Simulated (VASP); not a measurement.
# Zn23O24 (a cell with a defect) in VASP: single point with PBE

Aim: the single point of Zn23O24 (a cell with a defect) with PBE.

Everything below comes from runs of VASP 6.6.1. Logs are shortened: lines on timing, memory, paths and dates and some standing lists are left out, and cuts for length are marked.

## Step 1: The cell of the first run

The cell holds a defect, 47 atoms: a = 8.428 Å, b = 8.428 Å, c = 8.428 Å, α = 84.74°, β = 84.74°, γ = 84.74°.

## Step 2: Single point, PBE (atoms taken out, then relaxed in part)

Contents of INCAR:

```
SYSTEM = Zn23O24
PREC = Accurate
ENCUT = 520
EDIFF = 1E-6
ISMEAR = 0
SIGMA = 0.01
LREAL = Auto
LASPH = .TRUE.
NELM = 120
ALGO = Normal
ISIF = 2
LWAVE = .FALSE.
LCHARG = .TRUE.
GGA = PE
LVHAR = .TRUE.
NBANDS = 239
GGA_COMPAT = .FALSE.
KPAR = 2
NCORE = 2
```

Contents of KPOINTS:

```
Automatic mesh
0
Gamma
  2 2 2
  0.5 0.5 0.5
```

Contents of POSCAR:

```
Zn23O24
1.0
   -6.5589720433      0.0000000000     -5.2932739845
    3.2794860216      5.6802364122     -5.2932739845
    3.2794860216     -5.6802364122     -5.2932739845
Zn O
23 24
Direct
    0.3365043096      0.0032076854      0.1700906318
    0.5009788832      0.1678304779      0.8294975475
   -0.0040890634      0.1676841057      0.3347133469
    0.5011262295      0.6626149012      0.3345647393
    0.1679046085      0.3346701798     -0.0006378060
    0.8328971002      0.0027986583      0.6658401699
    0.6679654862      0.8324793778      0.0014891323
    0.3360932666      0.4989608888      0.6664846564
    0.1657744168      0.8346096123      0.5015519771
    0.8322541908      0.4996033048      0.1696798130
    0.0002604754      0.6669651472      0.8338468558
    0.3342995218      0.1691346467      0.4994453261
    0.0014962735      0.8325650014      0.1685476314
    0.1658607881      0.0016660229      0.8350827125
    0.6658602025      0.0010014720      0.3360147461
    0.1669271943      0.4994197765      0.3337517381
    0.8327151694      0.1668703985      0.0005142386
    0.5001655318      0.8336323421      0.6663002607
    0.3349629763      0.6682002139     -0.0005528625
   -0.0044908324      0.3327867064      0.6641512643
    0.8305640506      0.6622120651      0.4996698055
    0.5024302720      0.3325628859      0.1678853042
    0.6660828659      0.4972675411      0.8290934174
    0.5278380620      0.3772622703      0.7267424939
    0.2034945796      0.0387559776      0.3730480116
    0.3720513350      0.2061661059      0.0370807318
    0.8931579313      0.1945432402      0.5441451789
    0.3724578176      0.7073032084      0.5399606033
    0.0405978362      0.3730802475      0.2060446335
    0.7063755502      0.0391635038      0.8741842800
    0.5394627841      0.8701981245      0.2056365141
    0.2059231850      0.5425970207      0.8742689641
    0.0406822484      0.8726279467      0.7094794168
    0.7105577916      0.5598616881      0.3614245103
    0.8758917781      0.7073873476      0.0395086437
    0.5224546940      0.1891563677      0.3560394204
    0.2080258474      0.8747282399      0.0416106429
    0.3719511373      0.0394440649      0.7062412623
    0.8726559306      0.0386559695      0.2063260205
    0.3727397214      0.5393580351      0.2055365387
    0.0395870612      0.2085349718      0.8749128452
    0.7076534348      0.8731481653      0.5419923647
    0.5418308829      0.7080289556      0.8731711616
    0.2064443384      0.3751111122      0.5412393667
    0.0413252701      0.7062907459      0.3754164917
    0.7084066757      0.3743574080      0.0400298226
    0.8744572942      0.5411600548      0.7080424480
```

Potentials or basis: VASP PAW PBE potentials, release 64 (Zn, O).

Run with:

```sh
$ cat potpaw_PBE.64/Zn/POTCAR potpaw_PBE.64/O/POTCAR > POTCAR
$ mpirun -np 4 vasp_std > vasp.out
```

OUTCAR:

```text
SYSTEM = Zn23O24
   PREC = Accurate
   ENCUT = 520
   EDIFF = 1E-6
   ISMEAR = 0
   LREAL = Auto
   LASPH = .TRUE.
   NELM = 120
   ISIF = 2
   GGA = PE

 ion  position               nearest neighbor table
   1  0.337  0.003  0.170-  25 1.99  31 1.99  26 1.99  37 2.04
   2  0.501  0.168  0.829-  24 1.92  30 2.00  26 2.01  38 2.02
   3  0.996  0.168  0.335-  27 1.92  29 2.00  25 2.01  39 2.02
   4  0.501  0.663  0.335-  34 1.92  28 2.00  31 2.01  40 2.02
   5  0.168  0.335  0.999-  26 1.98  29 2.00  32 2.00  41 2.01
   6  0.833  0.003  0.666-  27 1.92  30 2.00  42 2.01  33 2.02
[... 15 lines left out ...]
  22  0.502  0.333  0.168-  36 1.91  46 2.00  40 2.01  26 2.05
  23  0.666  0.497  0.829-  24 1.92  47 2.00  46 2.02  43 2.02
  24  0.528  0.377  0.727-   8 1.92   2 1.92  23 1.92
  25  0.203  0.039  0.373-   9 1.98   1 1.99   3 2.01  12 2.05
  26  0.372  0.206  0.037-   5 1.98   1 1.99   2 2.01  22 2.05
  27  0.893  0.195  0.544-   6 1.92   3 1.92  20 1.92
  28  0.372  0.707  0.540-   9 2.00   8 2.00   4 2.00  18 2.01
  29  0.041  0.373  0.206-   5 2.00  10 2.00   3 2.00  16 2.01
  30  0.706  0.039  0.874-   7 2.00   6 2.00   2 2.00  17 2.01
  31  0.539  0.870  0.206-   7 1.98   1 1.99   4 2.01  15 2.05
  32  0.206  0.543  0.874-  11 1.98   5 2.00  19 2.01   8 2.02
  33  0.041  0.873  0.709-  11 1.98   9 2.00  14 2.01   6 2.02
  34  0.711  0.560  0.361-  10 1.92   4 1.92  21 1.92
  35  0.876  0.707  0.040-  11 1.98   7 2.00  13 2.01  10 2.02
  36  0.522  0.189  0.356-  22 1.91  15 1.91  12 1.91
  37  0.208  0.875  0.042-  19 2.00  14 2.00  13 2.00   1 2.04
  38  0.372  0.039  0.706-  18 2.00  14 2.00  12 2.01   2 2.02
  39  0.873  0.039  0.206-  17 2.00  13 2.00  15 2.01   3 2.02
  40  0.373  0.539  0.206-  16 2.00  19 2.00  22 2.01   4 2.02
  41  0.040  0.209  0.875-  14 2.00  17 2.00   5 2.01  20 2.02
  42  0.708  0.873  0.542-  18 1.99  15 2.00   6 2.01  21 2.02
  43  0.542  0.708  0.873-  19 2.00  18 2.00   7 2.01  23 2.02
  44  0.206  0.375  0.541-  16 1.99  12 2.00   8 2.01  20 2.02
  45  0.041  0.706  0.375-  13 2.00  16 2.00   9 2.01  21 2.02
  46  0.708  0.374  0.040-  17 1.99  22 2.00  10 2.01  23 2.02
  47  0.874  0.541  0.708-  21 2.00  20 2.00  23 2.00  11 2.00

  LATTYP: Found a trigonal (rhomboedric) cell.
 ALAT       =     8.4284555964
 COS(alpha) =     0.0916215716

  Lattice vectors:

 A1 = (  -6.5589720433,   0.0000000000,  -5.2932739845)
 A2 = (   3.2794860216,   5.6802364122,  -5.2932739845)
 A3 = (   3.2794860216,  -5.6802364122,  -5.2932739845)

Analysis of symmetry for initial positions (statically):
=====================================================================
 Subroutine PRICEL returns:
 Original cell was already a primitive cell.

 Routine SETGRP: Setting up the symmetry group for a
 trigonal (rhombohedral) supercell.

 Subroutine GETGRP returns: Found  3 space group operations
 (whereof  1 operations were pure point group operations)
 out of a pool of 12 trial point group operations.

The static configuration has the point symmetry C_1 .
 The point group associated with its full space group is C_3 .

Analysis of symmetry for dynamics (positions and initial velocities):
=====================================================================
 Subroutine PRICEL returns:
 Original cell was already a primitive cell.

 Routine SETGRP: Setting up the symmetry group for a
 trigonal (rhombohedral) supercell.

 Subroutine GETGRP returns: Found  3 space group operations
 (whereof  1 operations were pure point group operations)
 out of a pool of 12 trial point group operations.

The dynamic configuration has the point symmetry C_1 .
 The point group associated with its full space group is C_3 .

 Subroutine INISYM returns: Found  3 space group operations
 (whereof  1 operations are pure point group operations),
 and found     1 'primitive' translations

----------------------------------------------------------------------------------------

                                     Primitive cell

  volume of cell :     591.6268

  direct lattice vectors                    reciprocal lattice vectors
    -6.558972043  0.000000000 -5.293273984    -0.101641944  0.000000000 -0.062972998
     3.279486022  5.680236412 -5.293273984     0.050820972  0.088024505 -0.062972998
     3.279486022 -5.680236412 -5.293273984     0.050820972 -0.088024505 -0.062972998

  length of vectors
     8.428455596  8.428455596  8.428455596     0.119568738  0.119568738  0.119568738

  position of ions in fractional coordinates (direct lattice)
     0.336504310  0.003207685  0.170090632
     0.500978883  0.167830478  0.829497547
     0.995910937  0.167684106  0.334713347
     0.501126230  0.662614901  0.334564739
     0.167904609  0.334670180  0.999362194
     0.832897100  0.002798658  0.665840170
[... 39 lines left out ...]
     0.708406676  0.374357408  0.040029823
     0.874457294  0.541160055  0.708042448

  ion indices of the primitive-cell ions
   primitive index   ion index
                 1           1
                 2           2
                 3           3
                 4           4
                 5           5
                 6           6
[... 39 lines left out ...]
                46          46
                47          47

----------------------------------------------------------------------------------------

 KPOINTS: Automatic mesh

Automatic generation of k-mesh.
 Grid dimensions read from file:
 generate k-points for:    2    2    2

 Generating k-lattice:

  Cartesian coordinates                     Fractional coordinates (reciprocal lattice)
    -0.050820972  0.000000000 -0.031486499     0.500000000  0.000000000  0.000000000
     0.025410486  0.044012253 -0.031486499     0.000000000  0.500000000  0.000000000
     0.025410486 -0.044012253 -0.031486499     0.000000000  0.000000000  0.500000000

  Length of vectors
     0.059784369  0.059784369  0.059784369

  Shift w.r.t. Gamma in fractional coordinates (k-lattice)
     0.500000000  0.500000000  0.500000000

 Subroutine IBZKPT returns following result:
 ===========================================

 Found      2 irreducible k-points:

 Following reciprocal coordinates:
            Coordinates               Weight
  0.250000  0.250000  0.250000      2.000000
 -0.250000  0.250000  0.250000      6.000000
   k-points           NKPTS =      2   k-points in BZ     NKDIM =      2   number of bands    NBANDS=    239
   number of dos      NEDOS =    301   number of ions     NIONS =     47
   total plane-waves  NPLWV = 262144
   dimension x,y,z NGX =    64 NGY =   64 NGZ =   64
   dimension x,y,z NGXF=   128 NGYF=  128 NGZF=  128
   ions per type =              23  24
   NGX,Y,Z   is equivalent  to a cutoff of  12.62, 12.62, 12.62 a.u.
   NGXF,Y,Z  is equivalent  to a cutoff of  25.25, 25.25, 25.25 a.u.
 SYSTEM =  Zn23O24
   PREC   = accura    normal or accurate (medium, high low for compatibility)
   ISTART =      0    job   : 0-new  1-cont  2-samecut
   ICHARG =      2    charge: 1-file 2-atom 10-const
   ISPIN  =      1    spin polarized calculation?
   LNONCOLLINEAR =      F non collinear calculations
   LSORBIT =      F    spin-orbit coupling
   LASPH  =      T    aspherical Exc in radial PAW
   ENCUT  =  520.0 eV  38.22 Ry    6.18 a.u.  15.67 15.67 15.67*2*pi/ulx,y,z
   NELM   =    120;   NELMIN=  2; NELMDL= -5     # of ELM steps
   EDIFF  = 0.1E-05   stopping-criterion for ELM
   LREAL  =      T    real-space projection
   EDIFFG = 0.1E-04   stopping-criterion for IOM
   NSW    =      0    number of steps for IOM
   IBRION =     -1    ionic relax: 0-MD 1-quasi-New 2-CG
   NFREE  =      0    steps in history (QN), initial steepest desc. (CG)
   ISIF   =      2    stress and relaxation
   ISYM   =      2    0-nonsym 1-usesym 2-fastsym
   POTIM  = 0.5000    time-step for ionic-motion
   TEBEG  =    0.0;   TEEND  =   0.0 temperature during run
   PSTRESS=    0.0 pullay stress
   NELECT =     420.0000    total number of electrons
   NUPDOWN=      -1.0000    fix difference up-down
   EMIN   =  10.00;   EMAX   =-10.00  energy-range for DOS
   EFERMI =   0.00;   METHOD = LEGACY
   ISMEAR =     0;   SIGMA  =   0.01  broadening in eV -4-tet -1-fermi 0-gaus
   EFERMI_NEDOS =   21; number of points for ismear=-14 and -15
   IALGO  =     38    algorithm
   IMIX   =      4    mixing-type and parameters
     AMIX     =   0.40;   BMIX     =  1.00
     AMIX_MAG =   1.60;   BMIX_MAG =  1.00
  volume/ion in A,a.u.               =      12.59        84.95
  Fermi-wavevector in a.u.,A,eV,Ry     =   1.460412  2.759778 29.018540  2.132803
  Thomas-Fermi vector in A             =   2.576864
   LORBIT       =      0    0 simple, 1 ext, 2 COOP (PROOUT), +10 PAW based schemes
   GGA     = PE    functional components
   LHFCALC =     F    Hartree Fock is set to
   AEXX    =    0.0000 exact exchange contribution
   IVDW    =     0    specifies the selected vdW correction
   LEPSILON=     F    determine dielectric tensor
   LRPA    =     F    only Hartree local field effects (RPA)
 non-spin polarized calculation
 Gauss-broadening in eV      SIGMA  =   0.01
  energy-cutoff  :      520.00
  volume of cell :      591.63
 maximum number of plane-waves:     15929
 NGX is ok and might be reduce to    64
   NGX = 31   NGY = 31   NGZ = 31

 number of electron     419.9999997 magnetization

 Free energy of the ion-electron system (eV)
  ---------------------------------------------------
  ext. energy  EPLUGINS =         0.00000000
  ---------------------------------------------------
  free energy    TOTEN  =      -207.89463292 eV

  energy without entropy =     -207.88875533  energy(sigma->0) =     -207.89169413

 E-fermi :   0.5276     XC(G=0): -10.5413

 val. band max:        0.5180929347   @ k =  -0.2500   0.2500   0.2500
 cond. band min:       0.5289327728   @ k =  -0.2500   0.2500   0.2500
 fundamental gap:      0.0108398382
 Fermi energy:         0.5275677891

 k-point     1 :       0.2500    0.2500    0.2500
  band No.  band energies     occupation
      1     -17.1147      2.00000
      2     -16.8740      2.00000
      3     -16.8396      2.00000
      4     -16.8374      2.00000
      5     -16.7132      2.00000
      6     -16.6967      2.00000
[... 214 lines left out ...]
    221       6.1742      0.00000
    222       6.2181      0.00000

 k-point     2 :      -0.2500    0.2500    0.2500
  band No.  band energies     occupation
      1     -17.0966      2.00000
      2     -16.9040      2.00000
      3     -16.8700      2.00000
      4     -16.8322      2.00000
      5     -16.7333      2.00000
      6     -16.6900      2.00000
[... 214 lines left out ...]
    221       6.5387      0.00000
    222       6.5680      0.00000
 [bands above 222 left out]

------------------------ aborting loop because EDIFF is reached ----------------------------------------

  FORCE on cell =-STRESS in cart. coord.  units (eV):
  Direction    XX          YY          ZZ          XY          YZ          ZX
  --------------------------------------------------------------------------------------
  -------------------------------------------------------------------------------------
  Total        2.3811137      2.3811137      3.0733571      0.0000003     -0.0000000      0.0000000
  in kB        6.4482654      6.4482654      8.3229213      0.0000007     -0.0000000      0.0000000
  external PRESSURE =       7.0731507 kB  Pullay stress =       0.0000000 kB

 VOLUME and BASIS-vectors are now :
 -----------------------------------------------------------------------------
  energy-cutoff  :      520.00
  volume of cell :      591.63
      direct lattice vectors                 reciprocal lattice vectors
    -6.558972043  0.000000000 -5.293273984    -0.101641944  0.000000000 -0.062972998
     3.279486022  5.680236412 -5.293273984     0.050820972  0.088024505 -0.062972998
     3.279486022 -5.680236412 -5.293273984     0.050820972 -0.088024505 -0.062972998

 POSITION                                       TOTAL-FORCE (eV/Angst)
 -----------------------------------------------------------------------------------
     -1.63879     -0.94793     -2.69852         0.000000      0.000000      0.009952
     -0.01518     -3.75843     -7.93095        -0.011070     -0.023352      0.020350
     -4.88455     -0.94877     -7.93096        -0.014689      0.021263      0.020350
     -0.01664      1.86340     -7.93094         0.025759      0.002089      0.020350
      3.27366     -3.77561     -7.95016         0.003425      0.003088      0.006143
     -3.27016     -3.76623     -7.94804         0.004350     -0.025511      0.014277
[... 39 lines left out ...]
     -3.28744      1.89906     -5.94326        -0.002168      0.013392     -0.005202
     -1.63880     -0.94793    -11.24111        -0.000000     -0.000000     -0.007059
 -----------------------------------------------------------------------------------
    total drift:                               -0.004688     -0.178401     -0.008377

  FREE ENERGIE OF THE ION-ELECTRON SYSTEM (eV)
  ---------------------------------------------------
  free  energy   TOTEN  =      -207.8946329216 eV

  energy  without entropy=     -207.8887553291  energy(sigma->0) =     -207.89169413
```

Wall time 4.6 min (4 MPI ranks of AMD EPYC 7R13 (Zen 3), shared host); peak memory 0.4 GiB.

What came out:

```yaml
Free_energy: -207.8946 eV
Pressure: 0.7 GPa
Largest_force: 0.053 eV/Å
Band_gap_on_the_k_mesh: zero (bands 210 and 211 overlap by 0.05 eV)
```

Forces on the atoms (eV/Å):
```
Zn   0.000  0.000  0.010
Zn  -0.011 -0.023  0.020
Zn  -0.015  0.021  0.020
Zn   0.026  0.002  0.020
Zn   0.003  0.003  0.006
Zn   0.004 -0.026  0.014
Zn  -0.004  0.001  0.006
Zn   0.020  0.017  0.014
Zn   0.001 -0.005  0.006
Zn  -0.024  0.009  0.014
Zn   0.000  0.000  0.003
Zn   0.039 -0.023  0.014
Zn  -0.001 -0.001  0.005
Zn   0.002 -0.001  0.005
Zn  -0.040 -0.022  0.014
Zn   0.001  0.001  0.008
Zn  -0.001  0.001  0.008
Zn   0.000 -0.001  0.008
Zn   0.000  0.002  0.005
Zn   0.004  0.000 -0.026
Zn  -0.002 -0.003 -0.026
Zn   0.000  0.045  0.014
Zn  -0.002  0.003 -0.026
O   -0.044  0.025  0.017
O    0.010  0.004 -0.019
O   -0.009  0.007 -0.019
O    0.044  0.025  0.017
O    0.003  0.003 -0.003
O   -0.004  0.001 -0.003
O    0.001 -0.004 -0.003
O   -0.002 -0.011 -0.019
O   -0.008  0.004 -0.002
O    0.008  0.004 -0.002
O    0.000 -0.051  0.017
O    0.000 -0.009 -0.002
O    0.000  0.000 -0.050
O    0.000  0.000 -0.018
O    0.004 -0.001 -0.005
O   -0.003 -0.003 -0.005
O   -0.002  0.004 -0.005
O    0.004  0.010 -0.004
O   -0.011 -0.009 -0.005
O   -0.011 -0.001 -0.004
O    0.013 -0.005 -0.005
O    0.006 -0.009 -0.004
O   -0.002  0.013 -0.005
O    0.000  0.000 -0.007
```

Levels at points of the mesh, in eV from the Fermi level:
```tsv
k point	band 205	band 206	band 207	band 208	band 209	band 210	band 211	band 212	band 213	band 214
(0.25, 0.25, 0.25)	-0.47	-0.45	-0.26	-0.24	-0.14	0.05	0.06	2.15	3.92	4.04
```

Caveat: the k points lie up to 0.38 Å⁻¹ apart; the cell differs from its parent crystal (atoms taken out, then relaxed in part).
